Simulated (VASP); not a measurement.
Write the native input for VASP 6.6.1 that does the following.

```yaml
Task: single point
Functional: PBE
Potentials_or_basis: VASP PAW PBE potentials, release 64 (Fe, Ge_d)
Cutoff: 520 eV
k_mesh: 6 × 6 × 6
Occupations: gaussian, width 0.05 eV
Spin: collinear spin, ferromagnetic start
Starting_moments: "[2.5, 2.5, 2.5, 0.0, 0.0, 0.0] μB"
Dipole_correction: no
Further_INCAR_settings: ALGO = Normal; EDIFF = 1e-06; NBANDS = 46
```

The structure of FeGe lies in POSCAR:

```
FeGe
1.0
    4.9613118913      0.0000000000      0.0000000000
   -2.4806559456      4.2966221339      0.0000000000
    0.0000000000      0.0000000000      4.0417859047
Fe Ge
3 3
Direct
    0.5000000000      0.0000000000      0.0000000000
    0.5000000000      0.5000000000      0.0000000000
    0.0000000000      0.5000000000      0.0000000000
    0.0000000000      0.0000000000      0.0000000000
    0.3333333333      0.6666666667      0.5000000000
    0.6666666667      0.3333333333      0.5000000000
```

These files were run (other wordings do the same):

INCAR

```
ALGO = Normal
EDIFF = 1E-6
ENCUT = 520
GGA = PE
ISIF = 2
ISMEAR = 0
ISPIN = 2
LASPH = True
LCHARG = False
LMAXMIX = 4
LORBIT = 11
LREAL = False
LWAVE = False
MAGMOM = 2.5 2.5 2.5 0 0 0
NBANDS = 46
NELM = 150
PREC = Accurate
SIGMA = 0.05
```

KPOINTS

```
k-points
0
Gamma
  6 6 6
```

Potentials or basis: VASP PAW PBE potentials, release 64 (Fe, Ge_d).

Run with:

```bash
$ cat potpaw_PBE.64/Fe/POTCAR potpaw_PBE.64/Ge_d/POTCAR > POTCAR
$ mpirun -np 1 vasp_std > vasp.out
```

Results of the run:

```json
{
 "Pressure": "0.1 GPa",
 "Band gap on the k mesh": "zero (filled and empty bands overlap)",
 "Net moment": "3.97 μB per cell",
 "Site moments": "Fe +1.42; Ge -0.10, -0.06 (each value once) μB",
 "Valence electrons inside the program's atomic spheres": "Fe 7.44; Ge 12.35, 12.40 (each value once)"
}
```

Wall time 3.6 min on 1 thread of Intel(R) Xeon(R) Platinum 8488C (Sapphire Rapids), on a shared host, peak memory 0.34 GiB.
